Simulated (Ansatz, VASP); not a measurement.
**Ce: VASP beside Ansatz**

Contents of POSCAR:

```
Ce
1.0
    0.0000000000      2.3390384114      2.3390384114
    2.3390384114      0.0000000000      2.3390384114
    2.3390384114      2.3390384114      0.0000000000
Ce
1
Direct
    0.0000000000      0.0000000000      0.0000000000
```

Contents of INCAR.step1:

```
SYSTEM = Ce
PREC     = Accurate       ! precision mode
ENCUT    = 520            ! plane-wave cutoff, eV
ISMEAR   = 1              ! smearing method
SIGMA    = 0.1            ! smearing width, eV
LREAL    = .FALSE.        ! projectors in reciprocal space
LASPH    = .TRUE.         ! aspherical terms in the spheres
NELM     = 80             ! most SCF steps
NBANDS   = 12             ! bands
GGA      = PE             ! functional
ALGO     = Normal         ! electronic algorithm
EDIFF    = 1E-4           ! SCF threshold, eV
LWAVE    = .TRUE.         ! write WAVECAR
LCHARG   = .FALSE.        ! write CHGCAR
```

The input INCAR.step2:

```
SYSTEM = Ce
PREC     = Accurate       ! precision mode
ENCUT    = 520            ! plane-wave cutoff, eV
EDIFF    = 1E-6           ! SCF threshold, eV
ISMEAR   = 1              ! smearing method
SIGMA    = 0.1            ! smearing width, eV
LREAL    = .FALSE.        ! projectors in reciprocal space
LASPH    = .TRUE.         ! aspherical terms in the spheres
NELM     = 80             ! most SCF steps
ALGO     = Normal         ! electronic algorithm
ISIF     = 2              ! what is computed and relaxed
LWAVE    = .FALSE.        ! write WAVECAR
LCHARG   = .FALSE.        ! write CHGCAR
METAGGA  = R2SCAN         ! meta-GGA
LMIXTAU  = .TRUE.       
NBANDS   = 12             ! bands
ISTART   = 1
```

KPOINTS

```
Automatic mesh
0
G
  12 12 12
  0 0 0
```

Input for Ansatz:

```yaml
crystal:
  lattice:
    - [0.0, 2.3390384114, 2.3390384114]
    - [2.3390384114, 0.0, 2.3390384114]
    - [2.3390384114, 2.3390384114, 0.0]
  atoms:
    - { symbol: Ce, position: [0.0, 0.0, 0.0] }
hamiltonian:
  xc: r2scan
  pseudopotentials:
    kind: paw
    azcp:
      Ce: "pseudopotentials/Ce.paw.azcp"
basis:
  ecutwfc: 500
  fft_grid_basis: typed
kpoints:
  mp_grid: { grid: [12, 12, 12], shift: [0, 0, 0] }
magnetization:
  spin_polarized: false
scf:
  occupations: { method: cold, width: 0.1 }
  lower_state_search: "off"
output:
  stress: true
```

Alike in both runs: task single point; functional r2SCAN; k mesh 12 × 12 × 12; no spin polarisation.

|  | VASP | Ansatz |
| --- | --- | --- |
| version | VASP 6.6.1 | Ansatz 0.2.0 |
| potentials or method | VASP PAW PBE potentials, release 64 (Ce), cutoff 520 eV | plane waves (500 eV) with PAW, scalar-relativistic |
| occupations | methfessel-paxton of order 1, width 0.1 eV | cold, width 0.1 eV |
| valence electrons in the cell | 12 | 12 |

|  | VASP | Ansatz | Ansatz less VASP |
| --- | --- | --- | --- |
| pressure (GPa) | -0.8 | -0.5 | +0.29 |

VASP's potentials were made for PBE, not for r2SCAN.

Neither program's run includes spin-orbit coupling.
